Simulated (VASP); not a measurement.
# Hg (C2/m) in VASP: settings compared, part 2 of 2

VASP 6.6.1.

## Step 4: Single point, PBE0

File POSCAR:

```
Hg
1.0
    2.1243184923     -2.6725824964      0.0000000000
    2.1243184923      2.6725824964      0.0000000000
   -2.1151288124      0.0000000000      2.8921990043
Hg
1
Direct
    0.0000000000      0.0000000000      0.0000000000
```

File INCAR.step1:

```
SYSTEM = Hg
PREC     = Accurate       ! precision mode
ENCUT    = 520            ! plane-wave cutoff, eV
EDIFF    = 1E-5           ! SCF threshold, eV
ISMEAR   = -1             ! smearing method
SIGMA    = 0.1            ! smearing width, eV
LREAL    = .FALSE.        ! projectors in reciprocal space
LASPH    = .TRUE.         ! aspherical terms in the spheres
NELM     = 100            ! most SCF steps
ALGO     = Normal         ! electronic algorithm
ISIF     = 2              ! what is computed and relaxed
LWAVE    = .TRUE.         ! write WAVECAR
NBANDS   = 12             ! bands
GGA      = PE             ! functional
```

File INCAR.step2:

```
SYSTEM = Hg
PREC     = Accurate       ! precision mode
ENCUT    = 520            ! plane-wave cutoff, eV
EDIFF    = 1E-6           ! SCF threshold, eV
ISMEAR   = -1             ! smearing method
SIGMA    = 0.1            ! smearing width, eV
LREAL    = .FALSE.        ! projectors in reciprocal space
LASPH    = .TRUE.         ! aspherical terms in the spheres
NELM     = 100            ! most SCF steps
ALGO     = Normal         ! electronic algorithm
ISIF     = 2              ! what is computed and relaxed
LWAVE    = .FALSE.        ! write WAVECAR
LCHARG   = .TRUE.         ! write CHGCAR
GGA      = PE             ! functional
LHFCALC  = .TRUE.         ! exact exchange
AEXX     = 0.25           ! exact-exchange fraction
PRECFOCK = Normal       
LELF     = .TRUE.         ! ELF
LVHAR    = .TRUE.       
NBANDS   = 12             ! bands
ISTART   = 1
```

File KPOINTS:

```
regular mesh
0
G
  5 5 5
  0 0 0
```

Potentials or basis: VASP PAW PBE potentials, release 64 (Hg).

Started as:

```
$ cat potpaw_PBE.64/Hg/POTCAR > POTCAR
$ cp INCAR.step1 INCAR
$ mpirun -np 1 vasp_std > vasp.out
$ cp INCAR.step2 INCAR
$ mpirun -np 1 vasp_std > vasp.out
```

OUTCAR:

```text
SYSTEM = Hg
   PREC = Accurate
   ENCUT = 520
   EDIFF = 1E-6
   ISMEAR = -1
   LREAL = .FALSE.
   LASPH = .TRUE.
   NELM = 100
   ISIF = 2
   GGA = PE
   LHFCALC = .TRUE.
   AEXX = 0.25
   PRECFOCK = Normal
   ISTART = 1

 ion  position               nearest neighbor table
   1  0.000  0.000  0.000-

  LATTYP: Found a base centered monoclinic cell.
 ALAT       =     4.2486369846
 B/A-ratio  =     1.2580893619
 C/A-ratio  =     0.8433521464
 COS(beta)  =    -0.5903074188

  Lattice vectors:

 A1 = (   2.1243184923,  -2.6725824964,   0.0000000000)
 A2 = (   2.1243184923,   2.6725824964,   0.0000000000)
 A3 = (  -2.1151288124,   0.0000000000,   2.8921990043)

Analysis of symmetry for initial positions (statically):
=====================================================================
 Subroutine PRICEL returns:
 Original cell was already a primitive cell.

 Routine SETGRP: Setting up the symmetry group for a
 base centered monoclinic supercell.

 Subroutine GETGRP returns: Found  4 space group operations
 (whereof  4 operations were pure point group operations)
 out of a pool of  4 trial point group operations.

The static configuration has the point symmetry C_2h.

Analysis of symmetry for dynamics (positions and initial velocities):
=====================================================================
 Subroutine PRICEL returns:
 Original cell was already a primitive cell.

 Routine SETGRP: Setting up the symmetry group for a
 base centered monoclinic supercell.

 Subroutine GETGRP returns: Found  4 space group operations
 (whereof  4 operations were pure point group operations)
 out of a pool of  4 trial point group operations.

The dynamic configuration has the point symmetry C_2h.

 Subroutine INISYM returns: Found  4 space group operations
 (whereof  4 operations are pure point group operations),
 and found     1 'primitive' translations

[... 119 lines left out ...]
   PRECFOCK=normal    Normal, Fast or Accurate (Low or Medium for compatibility)
   ENCUT4O =  -1.0   cutoff for four orbital integrals eV
   NKREDX  =     1    reduce k-point grid by
   NKREDY  =     1    reduce k-point grid by
   NKREDZ  =     1    reduce k-point grid by
   AEXX    =    0.2500 exact exchange contribution
   HFSCREEN=    0.0000 screening length (either q_TF or 0.3 A-1)
   HFSCREENC=   0.0000 screening length for correlation (either q_TF or 0.3 A-1)
   ENCUTFOCK=  -1.0 apply spherical cutoff to Coloumb kernel
   IVDW    =     0    specifies the selected vdW correction
   LEPSILON=     F    determine dielectric tensor
   LRPA    =     F    only Hartree local field effects (RPA)
 non-spin polarized calculation
  energy-cutoff  :      520.00
  volume of cell :       32.84
 maximum number of plane-waves:       893
 NGX is ok and might be reduce to    28
  NGX = 20; NGY = 20; NGZ = 20

 number of electron      11.9999998 magnetization

 Free energy of the ion-electron system (eV)
  ---------------------------------------------------
  ext. energy  EPLUGINS =         0.00000000
  ---------------------------------------------------
  free energy    TOTEN  =        -0.24435097 eV

  energy without entropy =       -0.24429856  energy(sigma->0) =       -0.24432476

 E-fermi :   0.6838     XC(G=0):  -7.1832

 val. band max:       -0.0918459650   @ k =  -0.4000   0.4000   0.4000
 cond. band min:       1.5752645938   @ k =   0.4000   0.0000   0.2000
 fundamental gap:      1.6671105587
 Fermi energy:         0.6838339735

 k-point     1 :       0.0000    0.0000    0.0000
  band No.  band energies     occupation
      1      -7.7199      2.00000
      2      -7.6122      2.00000
      3      -7.4702      2.00000
      4      -7.4514      2.00000
      5      -7.1417      2.00000
      6      -7.0152      2.00000
      7      13.7074      0.00000
      8      13.8805      0.00000
      9      14.2028      0.00000
     10      15.0129      0.00000
     11      15.2842      0.00000
     12      17.6120      0.00000
[... 331 lines left out ...]
 k-point    24 :      -0.2000   -0.2000    0.2000
  band No.  band energies     occupation
      1      -7.4517      2.00000
      2      -7.3969      2.00000
      3      -7.3408      2.00000
      4      -7.2858      2.00000
      5      -7.2400      2.00000
      6      -5.7433      2.00000
      7       9.0002      0.00000
      8       9.8464      0.00000
      9       9.9330      0.00000
     10      12.1938      0.00000
     11      16.6874      0.00000
     12      18.7092      0.00000

 [... further k-points ...]
[... 5 lines left out ...]
  --------------------------------------------------------------------------------------
  -------------------------------------------------------------------------------------
  Total       -0.0026249     -0.0040573     -0.0655577      0.0000000      0.0000000     -0.0028356
  in kB       -0.1280611     -0.1979404     -3.1983448      0.0000000      0.0000000     -0.1383379
  external PRESSURE =      -1.1747821 kB  Pullay stress =       0.0000000 kB

 VOLUME and BASIS-vectors are now :
 -----------------------------------------------------------------------------
  energy-cutoff  :      520.00
  volume of cell :       32.84
      direct lattice vectors                 reciprocal lattice vectors
     2.124318492 -2.672582496  0.000000000     0.235369603 -0.187084964  0.172130973
     2.124318492  2.672582496  0.000000000     0.235369603  0.187084964  0.172130973
    -2.115128812  0.000000000  2.892199004     0.000000000  0.000000000  0.345757674

 POSITION                                       TOTAL-FORCE (eV/Angst)
 -----------------------------------------------------------------------------------
      0.00000      0.00000      0.00000        -0.000000     -0.000000      0.000000
 -----------------------------------------------------------------------------------
    total drift:                                0.000000      0.000000      0.000000

  FREE ENERGIE OF THE ION-ELECTRON SYSTEM (eV)
  ---------------------------------------------------
  free  energy   TOTEN  =        -0.2443509654 eV

  energy  without entropy=       -0.2442985582  energy(sigma->0) =       -0.24432476
```

OUTCAR.step1:

```text
SYSTEM = Hg
   PREC = Accurate
   ENCUT = 520
   EDIFF = 1E-5
   ISMEAR = -1
   LREAL = .FALSE.
[... 581 lines left out ...]
 -----------------------------------------------------------------------------------
      0.00000      0.00000      0.00000        -0.000000      0.000000      0.000000
 -----------------------------------------------------------------------------------
    total drift:                                0.000000     -0.000000      0.000000

  FREE ENERGIE OF THE ION-ELECTRON SYSTEM (eV)
  ---------------------------------------------------
  free  energy   TOTEN  =        -0.1653189811 eV

  energy  without entropy=       -0.1639923532  energy(sigma->0) =       -0.16465567
```

OSZICAR.step1:

```text
N       E                     dE             d eps       ncg     rms          rms(c)
DAV:   1     0.726249613623E+02    0.72625E+02   -0.62701E+03   976   0.917E+02
DAV:   2     0.122855997425E+01   -0.71396E+02   -0.67151E+02  1036   0.218E+02
DAV:   3    -0.171114002255E+00   -0.13997E+01   -0.13990E+01  1132   0.338E+01
DAV:   4    -0.172643416590E+00   -0.15294E-02   -0.15294E-02  1048   0.121E+00
DAV:   5    -0.172646155425E+00   -0.27388E-05   -0.27388E-05  1072   0.485E-02    0.120E+00
DAV:   6    -0.165468177958E+00    0.71780E-02   -0.18970E-02  1120   0.148E+00    0.989E-01
DAV:   7    -0.165183759603E+00    0.28442E-03   -0.24428E-03  1032   0.440E-01    0.497E-01
DAV:   8    -0.165301587065E+00   -0.11783E-03   -0.30411E-04  1012   0.197E-01    0.157E-02
DAV:   9    -0.165317289977E+00   -0.15703E-04   -0.12727E-05  1028   0.292E-02    0.473E-03
DAV:  10    -0.165318981125E+00   -0.16911E-05   -0.24474E-06   512   0.151E-02
   1 F= -.16531898E+00 E0= -.16465567E+00  d E =-.132663E-02
```

Run time: 16 min. Hardware: 1 thread of AMD EPYC 7R13 (Zen 3), shared host; peak memory 0.15 GiB.

The run converged, but its numbers aren't listed here, since they failed a check.

Caveat: the k points lie up to 0.44 Å⁻¹ apart; the mesh shows a gap though the element is a metal; the PAW data sets were made with another functional, which shifts forces and pressure a little; spin-orbit coupling is left out, which moves the levels of the heavy elements.
